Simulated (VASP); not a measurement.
# Sc: electric field gradients with LDA

Sc:

```
CELL_PARAMETERS angstrom
-1.92990 1.92990 1.72898
1.92990 -1.92990 1.72898
1.92990 1.92990 -1.72898
ATOMIC_POSITIONS crystal
Sc 0.00000 0.00000 0.00000
```

This cell differs from its parent crystal: volume scaled by 1.02.

* Program: VASP 6.6.1
* Task: electric field gradients
* Functional: LDA
* Potentials or basis: VASP PAW LDA potentials, release 64 (Sc_sv)
* Cutoff: 520 eV
* k mesh: 13 × 13 × 13
* Occupations: fermi-dirac, width 0.03 eV
* Spin: no spin polarisation
* Dipole correction: no
* Further INCAR settings: ALGO = Normal; EDIFF = 1e-08; NBANDS = 12

- Pressure: -6.2 GPa

Stress tensor (GPa, compression positive):
```
-6.27  0.00  0.00
 0.00 -6.27  0.00
 0.00  0.00 -5.95
```

Levels at points of the mesh, in eV from the Fermi level:
```tsv
k point	band 3	band 4	band 5	band 6	band 7	band 8
(0.00, 0.00, 0.00)	-27.83	-27.81	-5.09	0.94	1.61	1.61
```

Electric field gradients, principal values (V/Å²):
```
atom   least  middle  greatest (by size)
1 Sc  -4.553  -4.555               9.108
```

Wall time 15 s on 1 thread of Intel(R) Xeon(R) 6975P-C (Granite Rapids), with other jobs on the host, peak memory 0.17 GiB.

Caveat: without QUAD_EFG the Cq values of the log hold for a quadrupole moment of 1 mb, not for the nuclei.
